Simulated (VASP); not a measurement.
# InAs (Fm-3m) in VASP: single point with PBE

Aim: the single point of InAs with PBE.

All numbers are computed with VASP 6.6.1; they aren't measurements. Logs are shortened: lines on timing, memory, paths and dates and some standing lists are left out, and cuts for length are marked.

### Step 1. The cell of the first run

The structure is cubic, space group Fm-3m (No. 225). Conventional cell: a = 5.755 Å, b = 5.755 Å, c = 5.755 Å, α = 90.00°, β = 90.00°, γ = 90.00°. Within 3.8 Å of In (site symmetry m-3m) lie 6 As at 2.88 Å. Within 3.8 Å of As (site symmetry m-3m) lie 6 In at 2.88 Å.

### Step 2. Single point, PBE

INCAR reads:

```
ALGO = Normal ; EDIFF = 1E-6
ENCUT = 500 ; GGA = PE
GGA_COMPAT = F ; ISIF = 2
ISMEAR = -1 ; LASPH = T
LCHARG = F ; LREAL = F
LWAVE = F ; NBANDS = 16
NELM = 120 ; PREC = Accurate
SIGMA = 0.02
```

KPOINTS reads:

```
k-points
0
Gamma
  9 9 9
```

POSCAR reads:

```
InAs
1.0
    0.0000000000      2.8773040000      2.8773040000
    2.8773040000      0.0000000000      2.8773040000
    2.8773040000      2.8773040000      0.0000000000
In As
1 1
Direct
    0.5000000000      0.5000000000      0.5000000000
    0.0000000000      0.0000000000      0.0000000000
```

Potentials or basis: VASP PAW PBE potentials, release 64 (In_d, As).

On the command line:

```bash
> cat potpaw_PBE.64/In_d/POTCAR potpaw_PBE.64/As/POTCAR > POTCAR
> mpirun -np 1 vasp_std > vasp.out
```

OUTCAR:

```text
EDIFF = 1E-6
   ENCUT = 500
   GGA = PE
   ISIF = 2
   ISMEAR = -1
   LASPH = T
   LREAL = F
   NELM = 120
   PREC = Accurate

 ion  position               nearest neighbor table
   1  0.500  0.500  0.500-   2 2.88   2 2.88   2 2.88   2 2.88   2 2.88   2 2.88
   2  0.000  0.000  0.000-   1 2.88   1 2.88   1 2.88   1 2.88   1 2.88   1 2.88

  LATTYP: Found a face centered cubic cell.
 ALAT       =     5.7546080000

  Lattice vectors:

 A1 = (   0.0000000000,   2.8773040000,   2.8773040000)
 A2 = (   2.8773040000,   0.0000000000,   2.8773040000)
 A3 = (   2.8773040000,   2.8773040000,   0.0000000000)

Analysis of symmetry for initial positions (statically):
=====================================================================
 Subroutine PRICEL returns:
 Original cell was already a primitive cell.

 Routine SETGRP: Setting up the symmetry group for a
 face centered cubic supercell.

 Subroutine GETGRP returns: Found 48 space group operations
 (whereof 48 operations were pure point group operations)
 out of a pool of 48 trial point group operations.

The static configuration has the point symmetry O_h .

Analysis of symmetry for dynamics (positions and initial velocities):
=====================================================================
 Subroutine PRICEL returns:
 Original cell was already a primitive cell.

 Routine SETGRP: Setting up the symmetry group for a
 face centered cubic supercell.

 Subroutine GETGRP returns: Found 48 space group operations
 (whereof 48 operations were pure point group operations)
 out of a pool of 48 trial point group operations.

The dynamic configuration has the point symmetry O_h .

 Subroutine INISYM returns: Found 48 space group operations
 (whereof 48 operations are pure point group operations),
 and found     1 'primitive' translations

----------------------------------------------------------------------------------------

                                     Primitive cell

  volume of cell :      47.6417

  direct lattice vectors                    reciprocal lattice vectors
     0.000000000  2.877304000  2.877304000    -0.173773783  0.173773783  0.173773783
     2.877304000  0.000000000  2.877304000     0.173773783 -0.173773783  0.173773783
     2.877304000  2.877304000  0.000000000     0.173773783  0.173773783 -0.173773783

  length of vectors
[... 73 lines left out ...]
   PREC   = accura    normal or accurate (medium, high low for compatibility)
   ISTART =      0    job   : 0-new  1-cont  2-samecut
   ICHARG =      2    charge: 1-file 2-atom 10-const
   ISPIN  =      1    spin polarized calculation?
   LNONCOLLINEAR =      F non collinear calculations
   LSORBIT =      F    spin-orbit coupling
   LASPH  =      T    aspherical Exc in radial PAW
   ENCUT  =  500.0 eV  36.75 Ry    6.06 a.u.   7.42  7.42  7.42*2*pi/ulx,y,z
   NELM   =    120;   NELMIN=  2; NELMDL= -5     # of ELM steps
   EDIFF  = 0.1E-05   stopping-criterion for ELM
   LREAL  =      F    real-space projection
   EDIFFG = 0.1E-04   stopping-criterion for IOM
   NSW    =      0    number of steps for IOM
   IBRION =     -1    ionic relax: 0-MD 1-quasi-New 2-CG
   NFREE  =      0    steps in history (QN), initial steepest desc. (CG)
   ISIF   =      2    stress and relaxation
   ISYM   =      2    0-nonsym 1-usesym 2-fastsym
   POTIM  = 0.5000    time-step for ionic-motion
   TEBEG  =    0.0;   TEEND  =   0.0 temperature during run
   PSTRESS=    0.0 pullay stress
   NELECT =      18.0000    total number of electrons
   NUPDOWN=      -1.0000    fix difference up-down
   EMIN   =  10.00;   EMAX   =-10.00  energy-range for DOS
   EFERMI =   0.00;   METHOD = LEGACY
   ISMEAR =    -1;   SIGMA  =   0.02  broadening in eV -4-tet -1-fermi 0-gaus
   EFERMI_NEDOS =   21; number of points for ismear=-14 and -15
   IALGO  =     38    algorithm
   IMIX   =      4    mixing-type and parameters
     AMIX     =   0.40;   BMIX     =  1.00
     AMIX_MAG =   1.60;   BMIX_MAG =  1.00
  volume/ion in A,a.u.               =      23.82       160.75
  Fermi-wavevector in a.u.,A,eV,Ry     =   1.183505  2.236499 19.057448  1.400683
  Thomas-Fermi vector in A             =   2.319738
   LORBIT       =      0    0 simple, 1 ext, 2 COOP (PROOUT), +10 PAW based schemes
   GGA     = PE    functional components
   LHFCALC =     F    Hartree Fock is set to
   AEXX    =    0.0000 exact exchange contribution
   IVDW    =     0    specifies the selected vdW correction
   LEPSILON=     F    determine dielectric tensor
   LRPA    =     F    only Hartree local field effects (RPA)
 non-spin polarized calculation
  energy-cutoff  :      500.00
  volume of cell :       47.64
 maximum number of plane-waves:      1243
 NGX is ok and might be reduce to    30
   NGX = 15   NGY = 15   NGZ = 15

 number of electron      18.0000002 magnetization

 Free energy of the ion-electron system (eV)
  ---------------------------------------------------
  ext. energy  EPLUGINS =         0.00000000
  ---------------------------------------------------
  free energy    TOTEN  =        -7.34016261 eV

  energy without entropy =       -7.33952595  energy(sigma->0) =       -7.33984428

 E-fermi :   5.9529     XC(G=0): -10.0970

 val. band max:        5.8246991200   @ k =   0.2222   0.0000   0.0000
 cond. band min:       5.9579798933   @ k =   0.3333   0.0000   0.0000
 fundamental gap:      0.1332807733
 Fermi energy:         5.9529113174

 k-point     1 :       0.0000    0.0000    0.0000
  band No.  band energies     occupation
      1      -8.4082      2.00000
      2      -8.4082      2.00000
      3      -8.3880      2.00000
      4      -8.3880      2.00000
      5      -8.3880      2.00000
      6      -6.1700      2.00000
[... 433 lines left out ...]
      3      -8.3764      2.00000
      4      -8.3123      2.00000
      5      -8.3123      2.00000
      6      -3.7711      2.00000
[... 8 lines left out ...]
     15      18.6353      0.00000
     16      20.3744      0.00000

 [... further k-points ...]
[... 5 lines left out ...]
  --------------------------------------------------------------------------------------
  -------------------------------------------------------------------------------------
  Total       -0.0549818     -0.0549818     -0.0549818      0.0000000      0.0000000     -0.0000000
  in kB       -1.8490225     -1.8490225     -1.8490225      0.0000000      0.0000000     -0.0000000
  external PRESSURE =      -1.8490225 kB  Pullay stress =       0.0000000 kB

 VOLUME and BASIS-vectors are now :
 -----------------------------------------------------------------------------
  energy-cutoff  :      500.00
  volume of cell :       47.64
      direct lattice vectors                 reciprocal lattice vectors
     0.000000000  2.877304000  2.877304000    -0.173773783  0.173773783  0.173773783
     2.877304000  0.000000000  2.877304000     0.173773783 -0.173773783  0.173773783
     2.877304000  2.877304000  0.000000000     0.173773783  0.173773783 -0.173773783

 POSITION                                       TOTAL-FORCE (eV/Angst)
 -----------------------------------------------------------------------------------
      2.87730      2.87730      2.87730        -0.000000      0.000000      0.000000
      0.00000      0.00000      0.00000         0.000000     -0.000000     -0.000000
 -----------------------------------------------------------------------------------
    total drift:                                0.000000      0.000000      0.000000

  FREE ENERGIE OF THE ION-ELECTRON SYSTEM (eV)
  ---------------------------------------------------
  free  energy   TOTEN  =        -7.3401626124 eV

  energy  without entropy=       -7.3395259503  energy(sigma->0) =       -7.33984428
```

OSZICAR:

```text
N       E                     dE             d eps       ncg     rms          rms(c)
DAV:   1     0.988596386444E+02    0.98860E+02   -0.86627E+03  1128   0.130E+03
DAV:   2    -0.171756144130E+01   -0.10058E+03   -0.96803E+02  1224   0.287E+02
DAV:   3    -0.738554667685E+01   -0.56680E+01   -0.56150E+01  1424   0.647E+01
DAV:   4    -0.750761966882E+01   -0.12207E+00   -0.12199E+00  1360   0.104E+01
DAV:   5    -0.751280589853E+01   -0.51862E-02   -0.51861E-02  1576   0.194E+00    0.363E+00
DAV:   6    -0.734919143364E+01    0.16361E+00   -0.28169E-01  1616   0.883E+00    0.193E+00
DAV:   7    -0.733984483914E+01    0.93466E-02   -0.59725E-02  1672   0.235E+00    0.601E-01
DAV:   8    -0.734001605795E+01   -0.17122E-03   -0.45458E-03  1408   0.841E-01    0.126E-01
DAV:   9    -0.734016013317E+01   -0.14408E-03   -0.37144E-04  1504   0.200E-01    0.718E-02
DAV:  10    -0.734016103571E+01   -0.90254E-06   -0.18144E-05  1544   0.380E-02    0.433E-02
DAV:  11    -0.734016309596E+01   -0.20602E-05   -0.24356E-06  1424   0.138E-02    0.138E-02
DAV:  12    -0.734016261245E+01    0.48351E-06   -0.17266E-06  1216   0.158E-02
   1 F= -.73401626E+01 E0= -.73398443E+01  d E =-.636662E-03
```

Run time: 32 s. Hardware: 1 thread of AMD EPYC 7R43 (Zen 3), shared host; peak memory 0.14 GiB.

Results:

- Free energy: -7.3402 eV
- Pressure: -0.2 GPa
- Band gap on the k mesh: zero (bands 9 and 10 overlap by 2.51 eV)

Caveat: spin-orbit coupling is left out, which moves the levels of the heavy elements.
